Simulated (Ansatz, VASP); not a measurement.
## Li2S: VASP beside Ansatz

```
Li S
1.0
     0.00000    2.85282    2.85282
     2.85282    0.00000    2.85282
     2.85282    2.85282    0.00000
Li S
2 1
Direct
  0.25000 0.25000 0.25000
  0.75000 0.75000 0.75000
  0.00000 0.00000 0.00000
```

Alike in both runs: functional PBE; k mesh 8 × 8 × 8; occupations gaussian, width 0.02 eV; no spin polarisation.

Ansatz relaxed the structure, and its values are those at the end. VASP's run is a single point on that final structure, the one shown.

```csv
,VASP,Ansatz
version,VASP 6.6.1,Ansatz 0.2.0
potentials or method,"VASP PAW PBE potentials, release 64 (Li_sv, S)","scalar-relativistic, plane waves, PAW"
plane-wave cutoff (eV),750,420
valence electrons in the cell,12,12
```

VASP gave:

* gap on the k mesh at the Fermi level (eV): 3.39
* least direct gap on the mesh (eV): 4.25
* pressure (GPa): -0.1

Task: What did Ansatz give for the same quantities?

Result: gap on the k mesh at the Fermi level (eV): 3.39; least direct gap on the mesh (eV): 4.25; pressure (GPa): 0.0.

The functional is the same, so the differences come from potentials, cutoffs and numerics.
